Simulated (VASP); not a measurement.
# AlN (Fm-3m) in VASP: further runs, part 2 of 2

VASP 6.6.1. The steps go on from the part before.

## Step 3: Single point, PBE

The COD entry that gives the cell may itself be a prediction, so a difference from it is no test against experiment.

This run uses another cell than the first one, of 7.74 Å³/atom, 0.920 times its volume.

INCAR

```
SYSTEM = AlN
  PREC = Accurate
  ENCUT = 600
  EDIFF = 1E-6
  ISMEAR = 0
  SIGMA = 0.1
  LREAL = .FALSE.
  LASPH = .TRUE.
  NELM = 120
  ALGO = Normal
  ISIF = 2
  LWAVE = .FALSE.
  LCHARG = .FALSE.
  GGA = PE
  NBANDS = 11
  GGA_COMPAT = .FALSE.
```

KPOINTS

```
regular mesh
0
G
  8 8 8
  0 0 0
```

POSCAR

```
AlN
1.0
    0.0000000000      1.9780000400      1.9780000400
    1.9780000400      0.0000000000      1.9780000400
    1.9780000400      1.9780000400      0.0000000000
Al N
1 1
Direct
    0.0000000000      0.0000000000      0.0000000000
    0.5000000000      0.5000000000      0.5000000000
```

Potentials or basis: VASP PAW PBE potentials, release 64 (Al, N).

Started as:

```bash
> cat potpaw_PBE.64/Al/POTCAR potpaw_PBE.64/N/POTCAR > POTCAR
> mpirun -np 1 vasp_std > vasp.out
```

It took 9.4 s on 1 thread of Intel Xeon 8259CL, shared host; peak memory 0.13 GiB.

It converged, with:

```
Free energy            : -14.4459 eV
Pressure               : 25.1 GPa
Band gap on the k mesh : 5.19 eV, indirect (least direct gap 6.66 eV)
```

Levels at points of the mesh, in eV from the valence-band top:
```tsv
k point	band 1	band 2	band 3	band 4	band 5	band 6	band 7	band 8
(0.00, 0.00, 0.00)	-18.16	0.00	0.00	0.00	6.66	12.38	12.38	12.38
(0.50, 0.00, 0.00)	-14.63	-8.73	-1.20	-1.20	6.56	11.54	11.54	14.29
(0.50, 0.50, 0.00)	-13.56	-7.83	-2.97	-2.97	5.19	5.26	14.87	18.31
```

## Step 4: Single point, PBE

INCAR

```
SYSTEM = AlN
  ALGO = Normal
  EDIFF = 1E-6
  ENCUT = 600
  GGA = PE
  GGA_COMPAT = .False.
  ISIF = 2
  ISMEAR = 0
  LASPH = .True.
  LCHARG = .False.
  LREAL = .False.
  LWAVE = .False.
  NBANDS = 11
  NELM = 120
  PREC = Accurate
  SIGMA = 0.1
```

KPOINTS

```
k-points
0
Gamma
  8 8 8
  0 0 0
```

POSCAR

```
AlN
1.0
    0.0000000000      2.0345102457      2.0345102457
    2.0345102457      0.0000000000      2.0345102457
    2.0345102457      2.0345102457      0.0000000000
Al N
1 1
Direct
    0.0000000000      0.0000000000      0.0000000000
    0.5000000000      0.5000000000      0.5000000000
```

Started as:

```bash
> cat potpaw_PBE.64/Al/POTCAR potpaw_PBE.64/N/POTCAR > POTCAR
> mpirun -np 1 vasp_std > vasp.out
```

It took 3 s on 1 thread of Intel Xeon 6975P-C (Granite Rapids), shared host; peak memory 0.13 GiB.

The run converged. Its results:

```
Free energy            : -14.5472 eV
Pressure               : -0.1 GPa
Band gap on the k mesh : 4.42 eV, indirect (least direct gap 5.41 eV)
```

Levels at points of the mesh, in eV from the valence-band top:
```csv
k point,band 1,band 2,band 3,band 4,band 5,band 6,band 7,band 8,band 9
"(0.00, 0.00, 0.00)",-17.38,0.00,0.00,0.00,5.41,12.10,12.10,12.10,17.19
"(0.50, 0.00, 0.00)",-14.20,-8.18,-1.04,-1.04,6.01,10.85,10.85,13.01,15.89
"(0.50, 0.50, 0.00)",-13.24,-7.26,-2.75,-2.75,4.42,5.33,13.82,16.95,16.95
```

## Step 5: Single point, PBE

INCAR

```
SYSTEM = AlN
PREC = Accurate ; ENCUT = 600
EDIFF = 1E-6 ; ISMEAR = 0
SIGMA = 0.1 ; LREAL = .FALSE.
LASPH = .TRUE. ; NELM = 120
ALGO = Normal ; ISIF = 2
LWAVE = .FALSE. ; LCHARG = .FALSE.
GGA = PE ; NBANDS = 11
GGA_COMPAT = .FALSE.
```

KPOINTS

```
Automatic mesh
0
G
  8 8 8
  0 0 0
```

POSCAR

```
AlN
1.0
    0.0000000000      2.0351763364      2.0351763364
    2.0351763364      0.0000000000      2.0351763364
    2.0351763364      2.0351763364      0.0000000000
Al N
1 1
Direct
    0.0000000000      0.0000000000      0.0000000000
    0.5000000000      0.5000000000      0.5000000000
```

Started as:

```bash
> cat potpaw_PBE.64/Al/POTCAR potpaw_PBE.64/N/POTCAR > POTCAR
> mpirun -np 1 vasp_std > vasp.out
```

Wall time 3 s (1 thread of Intel Xeon 6975P-C (Granite Rapids), shared host); peak memory 0.13 GiB.

It converged, with:

```yaml
Free_energy: -14.5473 eV
Pressure: -0.4 GPa
Band_gap_on_the_k_mesh: 4.41 eV, indirect (least direct gap 5.39 eV)
```

Levels at points of the mesh, in eV from the valence-band top:
```
           k point  band 1  band 2  band 3  band 4  band 5  band 6  band 7  band 8
(0.00, 0.00, 0.00)  -17.37    0.00    0.00    0.00    5.39   12.10   12.10   12.10
(0.50, 0.00, 0.00)  -14.19   -8.18   -1.04   -1.04    6.01   10.84   10.84   13.00
(0.50, 0.50, 0.00)  -13.24   -7.25   -2.75   -2.75    4.41    5.34   13.81   16.93
```

A k mesh can miss the band edges. PBE gaps usually lie below the measured ones, often by a third to a half.

## Step 6: Single point, PBE

INCAR

```
PREC     = Accurate       # precision mode
ENCUT    = 600            # plane-wave cutoff, eV
EDIFF    = 1E-6           # SCF threshold, eV
ISMEAR   = 0              # smearing method
SIGMA    = 0.1            # smearing width, eV
LREAL    = False          # projectors in reciprocal space
LASPH    = True           # aspherical terms in the spheres
NELM     = 120            # most SCF steps
ALGO     = Normal         # electronic algorithm
ISIF     = 2              # what is computed and relaxed
LWAVE    = False          # write WAVECAR
LCHARG   = False          # write CHGCAR
GGA      = PE             # functional
NBANDS   = 11             # bands
GGA_COMPAT= False
```

KPOINTS

```
Automatic mesh
0
Gamma
  8 8 8
```

POSCAR

```
AlN
1.0
    0.0000000000      2.0351341497      2.0351341497
    2.0351341497      0.0000000000      2.0351341497
    2.0351341497      2.0351341497      0.0000000000
Al N
1 1
Direct
    0.0000000000      0.0000000000      0.0000000000
    0.5000000000      0.5000000000      0.5000000000
```

Potentials or basis: VASP PAW PBE potentials, release 64 (Al, N).

Started as:

```bash
> cat potpaw_PBE.64/Al/POTCAR potpaw_PBE.64/N/POTCAR > POTCAR
> mpirun -np 1 vasp_std > vasp.out
```

OUTCAR:

```text
PREC = Accurate
   ENCUT = 600
   EDIFF = 1E-6
   ISMEAR = 0
   LREAL = False
   LASPH = True
   NELM = 120
   ISIF = 2
   GGA = PE

 ion  position               nearest neighbor table
   1  0.000  0.000  0.000-   2 2.04   2 2.04   2 2.04   2 2.04   2 2.04   2 2.04
   2  0.500  0.500  0.500-   1 2.04   1 2.04   1 2.04   1 2.04   1 2.04   1 2.04

  LATTYP: Found a face centered cubic cell.
 ALAT       =     4.0702682994

  Lattice vectors:

 A1 = (   0.0000000000,   2.0351341497,   2.0351341497)
 A2 = (   2.0351341497,   0.0000000000,   2.0351341497)
[... 514 lines left out ...]
      8      22.2913      0.00000
      9      27.6371      0.00000
     10      28.4858      0.00000
     11      31.9185      0.00000

 [... further k-points ...]
[... 5 lines left out ...]
  --------------------------------------------------------------------------------------
  -------------------------------------------------------------------------------------
  Total       -0.0397736     -0.0397736     -0.0397736      0.0000000     -0.0000000      0.0000000
  in kB       -3.7800401     -3.7800401     -3.7800401      0.0000000     -0.0000000      0.0000000
  external PRESSURE =      -3.7800401 kB  Pullay stress =       0.0000000 kB

 VOLUME and BASIS-vectors are now :
 -----------------------------------------------------------------------------
  energy-cutoff  :      600.00
  volume of cell :       16.86
      direct lattice vectors                 reciprocal lattice vectors
     0.000000000  2.035134150  2.035134150    -0.245684050  0.245684050  0.245684050
     2.035134150  0.000000000  2.035134150     0.245684050 -0.245684050  0.245684050
     2.035134150  2.035134150  0.000000000     0.245684050  0.245684050 -0.245684050

 POSITION                                       TOTAL-FORCE (eV/Angst)
 -----------------------------------------------------------------------------------
      0.00000      0.00000      0.00000        -0.000000      0.000000      0.000000
      2.03513      2.03513      2.03513         0.000000     -0.000000     -0.000000
 -----------------------------------------------------------------------------------
    total drift:                               -0.000000     -0.000000      0.000000

  FREE ENERGIE OF THE ION-ELECTRON SYSTEM (eV)
  ---------------------------------------------------
  free  energy   TOTEN  =       -14.5472536575 eV

  energy  without entropy=      -14.5472536575  energy(sigma->0) =      -14.54725366
```

OSZICAR:

```text
N       E                     dE             d eps       ncg     rms          rms(c)
DAV:   1     0.157003010879E+02    0.15700E+02   -0.43710E+03   646   0.709E+02
DAV:   2    -0.152096583870E+02   -0.30910E+02   -0.29548E+02   817   0.161E+02
DAV:   3    -0.162705840837E+02   -0.10609E+01   -0.10583E+01   777   0.264E+01
DAV:   4    -0.162752888062E+02   -0.47047E-02   -0.47040E-02   736   0.188E+00
DAV:   5    -0.162753332996E+02   -0.44493E-04   -0.44493E-04   734   0.171E-01    0.751E+00
DAV:   6    -0.145653194426E+02    0.17100E+01   -0.75832E+00   737   0.152E+01    0.262E+00
DAV:   7    -0.145531447584E+02    0.12175E-01   -0.17195E-01   722   0.308E+00    0.174E+00
DAV:   8    -0.145475215178E+02    0.56232E-02   -0.16318E-02   674   0.121E+00    0.327E-01
DAV:   9    -0.145471976303E+02    0.32389E-03   -0.13722E-03   745   0.233E-01    0.149E-01
DAV:  10    -0.145472600190E+02   -0.62389E-04   -0.14455E-04   704   0.876E-02    0.415E-02
DAV:  11    -0.145472540122E+02    0.60068E-05   -0.18831E-05   755   0.253E-02    0.808E-03
DAV:  12    -0.145472536575E+02    0.35465E-06   -0.77281E-07   391   0.750E-03
   1 F= -.14547254E+02 E0= -.14547254E+02  d E =-.244288E-10
```

stdout:

```text
POSCAR found type information on POSCAR AlN
 POSCAR found :  2 types and       2 ions
 scaLAPACK will be used
 LDA part: xc-table for (Slater+PW92), standard interpolation
 POSCAR, INCAR and KPOINTS ok, starting setup
 FFT: planning ... GRIDC
 FFT: planning ... GRID_SOFT
 FFT: planning ... GRID
 WAVECAR not read
 entering main loop
```

It took 3 s on 1 thread of Intel Xeon 6975P-C (Granite Rapids), shared host; peak memory 0.13 GiB.

Results:

```
Free energy            : -14.5473 eV
Pressure               : -0.4 GPa
Band gap on the k mesh : 4.41 eV, indirect (least direct gap 5.39 eV)
```

Levels at points of the mesh, in eV from the valence-band top:
```tsv
k point	band 1	band 2	band 3	band 4	band 5	band 6	band 7	band 8	band 9
(0.00, 0.00, 0.00)	-17.37	0.00	0.00	0.00	5.39	12.10	12.10	12.10	17.19
(0.50, 0.00, 0.00)	-14.19	-8.18	-1.04	-1.04	6.01	10.84	10.84	13.00	15.88
(0.50, 0.50, 0.00)	-13.24	-7.25	-2.75	-2.75	4.41	5.34	13.81	16.94	16.94
```

## Step 7: Overview

| cell | gap on the mesh (eV) | pressure (GPa) |
| --- | --- | --- |
| a = 2.876 Å, angles 60.0°, 2 atoms | 4.43 | 0.1 |
| a = 2.797 Å, angles 60.0°, 2 atoms | 5.19 | 25.1 |
| a = 2.877 Å, angles 60.0°, 2 atoms | 4.42 | -0.1 |
| a = 2.878 Å, angles 60.0°, 2 atoms | 4.41 | -0.4 |

Alike in all rows: task single point; level PBE; potentials or basis VASP PAW PBE potentials, release 64 (Al, N); no spin polarisation; k mesh 8 × 8 × 8; cutoff (eV) 600; smearing gaussian 0.1 eV.

On the cell as given the gap runs from 4.41 eV (PBE) to 4.43 eV (PBE).

Absolute energies hang on the potentials; compare differences alone.
